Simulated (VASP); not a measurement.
# MoS2 in VASP: a series of runs, part 2 of 2

VASP 6.6.1. The steps go on from the part before.

**3. Single point, r2SCAN (24.64 Å³/atom)**

This run uses another cell than the first one.

Input file POSCAR:

```
MoS2
1.0
    3.1836672183      0.0000000000      0.0000000000
   -1.5918336091      2.7571366882      0.0000000000
    0.0000000000      0.0000000000     33.6810646424
Mo S
4 8
Direct
    0.6666666667      0.3333333333      0.9036963039
    0.6666666667      0.3333333333      0.2894350480
    0.3333333333      0.6666666667      0.7105649520
    0.3333333333      0.6666666667      0.0963036961
    0.3333333333      0.6666666667      0.9497987810
    0.3333333333      0.6666666667      0.3355131893
    0.6666666667      0.3333333333      0.7566651918
    0.6666666667      0.3333333333      0.1424059400
    0.3333333333      0.6666666667      0.8575940600
    0.3333333333      0.6666666667      0.2433348082
    0.6666666667      0.3333333333      0.6644868107
    0.6666666667      0.3333333333      0.0502012190
```

Input file INCAR.step1:

```
PREC     = Accurate       # precision mode
ENCUT    = 520            # plane-wave cutoff, eV
ISMEAR   = 0              # smearing method
SIGMA    = 0.02           # smearing width, eV
LREAL    = F              # projectors in reciprocal space
LASPH    = T              # aspherical terms in the spheres
NELM     = 100            # most SCF steps
NBANDS   = 64             # bands
GGA      = PE             # functional
ALGO     = Normal         # electronic algorithm
EDIFF    = 1E-4           # SCF threshold, eV
LWAVE    = T              # write WAVECAR
LCHARG   = F              # write CHGCAR
```

Input file INCAR.step2:

```
PREC     = Accurate       # precision mode
ENCUT    = 520            # plane-wave cutoff, eV
EDIFF    = 1E-6           # SCF threshold, eV
ISMEAR   = 0              # smearing method
SIGMA    = 0.02           # smearing width, eV
LREAL    = F              # projectors in reciprocal space
LASPH    = T              # aspherical terms in the spheres
NELM     = 100            # most SCF steps
ALGO     = Normal         # electronic algorithm
ISIF     = 2              # what is computed and relaxed
LWAVE    = F              # write WAVECAR
LCHARG   = F              # write CHGCAR
METAGGA  = R2SCAN         # meta-GGA
LMIXTAU  = T            
NBANDS   = 64             # bands
ISTART   = 1
```

Input file KPOINTS:

```
regular mesh
0
Gamma
  12 12 1
```

Potentials or basis: VASP PAW PBE potentials, release 64 (Mo_sv, S).

The run is started by

```
> cat potpaw_PBE.64/Mo_sv/POTCAR potpaw_PBE.64/S/POTCAR > POTCAR
> cp INCAR.step1 INCAR
> mpirun -np 1 vasp_std > vasp.out
> cp INCAR.step2 INCAR
> mpirun -np 1 vasp_std > vasp.out
```

OUTCAR:

```text
PREC = Accurate
   ENCUT = 520
   EDIFF = 1E-6
   ISMEAR = 0
   LREAL = F
   LASPH = T
   NELM = 100
   ISIF = 2
   METAGGA = R2SCAN
   ISTART = 1

 ion  position               nearest neighbor table
   1  0.667  0.333  0.904-   9 2.41   9 2.41   9 2.41   5 2.41   5 2.41   5 2.41
   2  0.667  0.333  0.289-   6 2.41   6 2.41   6 2.41  10 2.41  10 2.41  10 2.41
   3  0.333  0.667  0.711-  11 2.41  11 2.41  11 2.41   7 2.41   7 2.41   7 2.41
   4  0.333  0.667  0.096-   8 2.41   8 2.41   8 2.41  12 2.41  12 2.41  12 2.41
   5  0.333  0.667  0.950-   1 2.41   1 2.41   1 2.41
   6  0.333  0.667  0.336-   2 2.41   2 2.41   2 2.41
   7  0.667  0.333  0.757-   3 2.41   3 2.41   3 2.41
   8  0.667  0.333  0.142-   4 2.41   4 2.41   4 2.41
   9  0.333  0.667  0.858-   1 2.41   1 2.41   1 2.41
  10  0.333  0.667  0.243-   2 2.41   2 2.41   2 2.41
  11  0.667  0.333  0.664-   3 2.41   3 2.41   3 2.41
  12  0.667  0.333  0.050-   4 2.41   4 2.41   4 2.41

  LATTYP: Found a hexagonal cell.
 ALAT       =     3.1836672183
 C/A-ratio  =    10.5793295382

  Lattice vectors:

 A1 = (   3.1836672183,   0.0000000000,   0.0000000000)
 A2 = (  -1.5918336091,   2.7571366882,   0.0000000000)
 A3 = (   0.0000000000,   0.0000000000,  33.6810646424)

Analysis of symmetry for initial positions (statically):
=====================================================================
 Subroutine PRICEL returns:
 Original cell was already a primitive cell.

 Routine SETGRP: Setting up the symmetry group for a
 hexagonal supercell.

 Subroutine GETGRP returns: Found 12 space group operations
 (whereof 12 operations were pure point group operations)
 out of a pool of 24 trial point group operations.

The static configuration has the point symmetry D_3d.

Analysis of symmetry for dynamics (positions and initial velocities):
=====================================================================
 Subroutine PRICEL returns:
 Original cell was already a primitive cell.

 Routine SETGRP: Setting up the symmetry group for a
 hexagonal supercell.

 Subroutine GETGRP returns: Found 12 space group operations
 (whereof 12 operations were pure point group operations)
 out of a pool of 24 trial point group operations.

The dynamic configuration has the point symmetry D_3d.

 Subroutine INISYM returns: Found 12 space group operations
 (whereof 12 operations are pure point group operations),
 and found     1 'primitive' translations

----------------------------------------------------------------------------------------

                                     Primitive cell

  volume of cell :     295.6458

  direct lattice vectors                    reciprocal lattice vectors
     3.183667218  0.000000000  0.000000000     0.314103181  0.181347556  0.000000000
    -1.591833609  2.757136688  0.000000000     0.000000000  0.362695112  0.000000000
     0.000000000  0.000000000 33.681064642     0.000000000  0.000000000  0.029690273

  length of vectors
     3.183667218  3.183667218 33.681064642     0.362695112  0.362695112  0.029690273

  position of ions in fractional coordinates (direct lattice)
     0.666666667  0.333333333  0.903696304
     0.666666667  0.333333333  0.289435048
     0.333333333  0.666666667  0.710564952
[... 74 lines left out ...]
   total plane-waves  NPLWV = 144000
   dimension x,y,z NGX =    24 NGY =   24 NGZ =  250
   dimension x,y,z NGXF=    48 NGYF=   48 NGZF=  500
   ions per type =               4   8
   NGX,Y,Z   is equivalent  to a cutoff of  12.53, 12.53, 12.34 a.u.
   NGXF,Y,Z  is equivalent  to a cutoff of  25.06, 25.06, 24.68 a.u.
 SYSTEM =  unknown system
   PREC   = accura    normal or accurate (medium, high low for compatibility)
   ISTART =      1    job   : 0-new  1-cont  2-samecut
   ICHARG =      0    charge: 1-file 2-atom 10-const
   ISPIN  =      1    spin polarized calculation?
   LNONCOLLINEAR =      F non collinear calculations
   LSORBIT =      F    spin-orbit coupling
   LASPH  =      T    aspherical Exc in radial PAW
   ENCUT  =  520.0 eV  38.22 Ry    6.18 a.u.   5.92  5.92 62.62*2*pi/ulx,y,z
   NELM   =    100;   NELMIN=  2; NELMDL=  0     # of ELM steps
   EDIFF  = 0.1E-05   stopping-criterion for ELM
   LREAL  =      F    real-space projection
   EDIFFG = 0.1E-04   stopping-criterion for IOM
   NSW    =      0    number of steps for IOM
   IBRION =     -1    ionic relax: 0-MD 1-quasi-New 2-CG
   NFREE  =      0    steps in history (QN), initial steepest desc. (CG)
   ISIF   =      2    stress and relaxation
   ISYM   =      2    0-nonsym 1-usesym 2-fastsym
   POTIM  = 0.5000    time-step for ionic-motion
   TEBEG  =    0.0;   TEEND  =   0.0 temperature during run
   PSTRESS=    0.0 pullay stress
   NELECT =     104.0000    total number of electrons
   NUPDOWN=      -1.0000    fix difference up-down
   EMIN   =  10.00;   EMAX   =-10.00  energy-range for DOS
   EFERMI =   0.00;   METHOD = LEGACY
   ISMEAR =     0;   SIGMA  =   0.02  broadening in eV -4-tet -1-fermi 0-gaus
   EFERMI_NEDOS =   21; number of points for ismear=-14 and -15
   IALGO  =     38    algorithm
   IMIX   =      4    mixing-type and parameters
     AMIX     =   0.40;   BMIX     =  1.00
     AMIX_MAG =   1.60;   BMIX_MAG =  1.00
  volume/ion in A,a.u.               =      24.64       166.26
  Fermi-wavevector in a.u.,A,eV,Ry     =   1.155656  2.183874 18.171145  1.335541
  Thomas-Fermi vector in A             =   2.292283
   LORBIT       =      0    0 simple, 1 ext, 2 COOP (PROOUT), +10 PAW based schemes
   METAGGA = R2SCAN    functional components
   LHFCALC =     F    Hartree Fock is set to
   AEXX    =    0.0000 exact exchange contribution
   IVDW    =     0    specifies the selected vdW correction
   LEPSILON=     F    determine dielectric tensor
   LRPA    =     F    only Hartree local field effects (RPA)
 non-spin polarized calculation
 Gauss-broadening in eV      SIGMA  =   0.02
  energy-cutoff  :      520.00
  volume of cell :      295.65
 maximum number of plane-waves:      8013
 NGX is ok and might be reduce to    24
   NGX = 11   NGY = 11   NGZ =125

 number of electron     103.9999996 magnetization

 Free energy of the ion-electron system (eV)
  ---------------------------------------------------
  ext. energy  EPLUGINS =         0.00000000
  ---------------------------------------------------
  free energy    TOTEN  =      -180.12853870 eV

  energy without entropy =     -180.12853870  energy(sigma->0) =     -180.12853870

 E-fermi :   3.9125     XC(G=0):  -8.6841

 val. band max:        3.6592744687   @ k =   0.0000   0.0000   0.0000
 cond. band min:       4.9014866736   @ k =   0.3333   0.3333   0.0000
 fundamental gap:      1.2422122049
 Fermi energy:         3.9125448440

 k-point     1 :       0.0000    0.0000    0.0000
  band No.  band energies     occupation
      1     -59.6513      2.00000
      2     -59.6513      2.00000
      3     -59.6507      2.00000
      4     -59.6507      2.00000
      5     -33.0639      2.00000
      6     -33.0639      2.00000
[... 1262 lines left out ...]
     63       6.9238      0.00000
     64       6.9238      0.00000

------------------------ aborting loop because EDIFF is reached ----------------------------------------

  FORCE on cell =-STRESS in cart. coord.  units (eV):
  Direction    XX          YY          ZZ          XY          YZ          ZX
  --------------------------------------------------------------------------------------
  -------------------------------------------------------------------------------------
  Total        0.1626162      0.1626162      0.0092399      0.0000000      0.0000000      0.0000000
  in kB        0.8812572      0.8812572      0.0500732      0.0000000      0.0000000      0.0000000
  external PRESSURE =       0.6041959 kB  Pullay stress =       0.0000000 kB

 VOLUME and BASIS-vectors are now :
 -----------------------------------------------------------------------------
  energy-cutoff  :      520.00
  volume of cell :      295.65
      direct lattice vectors                 reciprocal lattice vectors
     3.183667218  0.000000000  0.000000000     0.314103181  0.181347556  0.000000000
    -1.591833609  2.757136688  0.000000000     0.000000000  0.362695112  0.000000000
     0.000000000  0.000000000 33.681064642     0.000000000  0.000000000  0.029690273

 POSITION                                       TOTAL-FORCE (eV/Angst)
 -----------------------------------------------------------------------------------
      1.59183      0.91905     30.43745         0.000000     -0.000000     -0.000715
      1.59183      0.91905      9.74848         0.000000      0.000000     -0.000350
     -0.00000      1.83809     23.93258        -0.000000     -0.000000      0.000350
     -0.00000      1.83809      3.24361         0.000000      0.000000      0.000715
     -0.00000      1.83809     31.99023        -0.000000      0.000000      0.004546
     -0.00000      1.83809     11.30044         0.000000      0.000000      0.009430
      1.59183      0.91905     25.48529        -0.000000      0.000000      0.010862
      1.59183      0.91905      4.79638        -0.000000      0.000000      0.007527
     -0.00000      1.83809     28.88468        -0.000000      0.000000     -0.007527
     -0.00000      1.83809      8.19578         0.000000     -0.000000     -0.010862
      1.59183      0.91905     22.38062        -0.000000     -0.000000     -0.009430
      1.59183      0.91905      1.69083         0.000000      0.000000     -0.004546
 -----------------------------------------------------------------------------------
    total drift:                                0.000000     -0.000000      0.000000

  FREE ENERGIE OF THE ION-ELECTRON SYSTEM (eV)
  ---------------------------------------------------
  free  energy   TOTEN  =      -180.1285387038 eV

  energy  without entropy=     -180.1285387038  energy(sigma->0) =     -180.12853870
```

Run time: 16 min. Hardware: 1 thread of Intel Xeon 6975P-C (Granite Rapids), shared host; peak memory 0.56 GiB.

Results:

```
Free energy            : -180.1285 eV
Largest force          : 0.011 eV/Å
Band gap on the k mesh : 1.24 eV (least direct gap 1.74 eV)
```

Forces in eV/Å, atoms in the order of the input:
```
Mo   0.000  0.000 -0.001
Mo   0.000  0.000  0.000
Mo   0.000  0.000  0.000
Mo   0.000  0.000  0.001
S    0.000  0.000  0.005
S    0.000  0.000  0.009
S    0.000  0.000  0.011
S    0.000  0.000  0.008
S    0.000  0.000 -0.008
S    0.000  0.000 -0.011
S    0.000  0.000 -0.009
S    0.000  0.000 -0.005
```

Levels at points of the mesh, in eV from the valence-band top:
| k point | band 48 | band 49 | band 50 | band 51 | band 52 | band 53 | band 54 | band 55 | band 56 | band 57 |
| --- | --- | --- | --- | --- | --- | --- | --- | --- | --- | --- |
| (0.00, 0.00, 0.00) | -1.71 | -0.72 | -0.44 | -0.17 | 0.00 | 2.43 | 2.43 | 2.43 | 2.43 | 2.44 |
| (0.50, 0.00, 0.00) | -1.59 | -1.18 | -1.16 | -1.15 | -1.13 | 1.86 | 1.87 | 1.88 | 1.88 | 2.34 |

Caveat: there is no dipole correction, which matters where the two faces differ; the PAW data sets were made with another functional, which shifts forces and pressure a little.

**4. Single point, r2SCAN (26.16 Å³/atom)**

This run uses another cell than the first one.

Input file POSCAR:

```
MoS2
1.0
    3.1848813116      0.0000000000      0.0000000000
   -1.5924406558      2.7581881239      0.0000000000
    0.0000000000      0.0000000000     35.7371674892
Mo S
4 8
Direct
    0.6666666667      0.3333333333      0.9092695347
    0.6666666667      0.3333333333      0.2722889765
    0.3333333333      0.6666666667      0.7277110235
    0.3333333333      0.6666666667      0.0907304653
    0.3333333333      0.6666666667      0.9527057025
    0.3333333333      0.6666666667      0.3157060309
    0.6666666667      0.3333333333      0.7711492266
    0.6666666667      0.3333333333      0.1341662182
    0.3333333333      0.6666666667      0.8658337818
    0.3333333333      0.6666666667      0.2288507734
    0.6666666667      0.3333333333      0.6842939691
    0.6666666667      0.3333333333      0.0472942975
```

Input file INCAR.step1:

```
  PREC = Accurate
  ENCUT = 520
  ISMEAR = 0
  SIGMA = 0.02
  LREAL = F
  LASPH = T
  NELM = 60
  NBANDS = 64
  GGA = PE
  ALGO = Normal
  EDIFF = 1E-4
  LWAVE = T
  LCHARG = F
```

Input file INCAR.step2:

```
  PREC = Accurate
  ENCUT = 520
  EDIFF = 1E-6
  ISMEAR = 0
  SIGMA = 0.02
  LREAL = F
  LASPH = T
  NELM = 60
  ALGO = Normal
  ISIF = 2
  LWAVE = F
  LCHARG = T
  METAGGA = R2SCAN
  LMIXTAU = T
  LELF = T
  LVHAR = T
  NBANDS = 64
  ISTART = 1
```

Input file KPOINTS:

```
Automatic mesh
0
Gamma
  12 12 1
```

The run is started by

```
> cat potpaw_PBE.64/Mo_sv/POTCAR potpaw_PBE.64/S/POTCAR > POTCAR
> cp INCAR.step1 INCAR
> mpirun -np 1 vasp_std > vasp.out
> cp INCAR.step2 INCAR
> mpirun -np 1 vasp_std > vasp.out
```

It took 18 min on 1 thread of Intel Xeon 6975P-C (Granite Rapids), shared host; peak memory 0.56 GiB.

It converged, with:

| Quantity | Value |
| --- | --- |
| Free energy | -180.1284 eV |
| Largest force | 0.009 eV/Å |
| Band gap on the k mesh | 1.23 eV (least direct gap 1.74 eV) |

Forces in eV/Å, atoms in the order of the input:
```
Mo   0.000  0.000  0.000
Mo   0.000  0.000  0.000
Mo   0.000  0.000  0.000
Mo   0.000  0.000  0.000
S    0.000  0.000  0.007
S    0.000  0.000  0.009
S    0.000  0.000  0.008
S    0.000  0.000  0.007
S    0.000  0.000 -0.007
S    0.000  0.000 -0.008
S    0.000  0.000 -0.009
S    0.000  0.000 -0.007
```

Levels at points of the mesh, in eV from the valence-band top:
```csv
k point,band 50,band 51,band 52,band 53,band 54,band 55
"(0.00, 0.00, 0.00)",-0.44,-0.17,0.00,2.42,2.42,2.42
"(0.50, 0.00, 0.00)",-1.17,-1.15,-1.14,1.85,1.86,1.87
```

Caveat: there is no dipole correction, which matters where the two faces differ; the PAW data sets were made with another functional, which shifts forces and pressure a little.

**5. Overview**

```tsv
cell	gap on the mesh (eV)	largest force (eV/Å)
a = 3.184, b = 3.184, c = 31.593 Å, angles 90.0, 90.0, 120.0°, 12 atoms, atomic positions A	1.24	-
a = 3.184, b = 3.184, c = 33.681 Å, angles 90.0, 90.0, 120.0°, 12 atoms, atomic positions B	1.24	0.01
a = 3.185, b = 3.185, c = 35.737 Å, angles 90.0, 90.0, 120.0°, 12 atoms, atomic positions C	1.23	0.01
```

Alike in all rows: task single point; level r2SCAN; potentials or basis VASP PAW PBE potentials, release 64 (Mo_sv, S); no spin polarisation; k mesh 12 × 12 × 1; cutoff (eV) 520; smearing gaussian 0.02 eV.

Caveats: there is no dipole correction, which matters where the two faces differ; the PAW data sets were made with another functional, which shifts forces and pressure a little.

Total energies depend on the potentials used, so only differences within one code and one set of settings carry meaning.
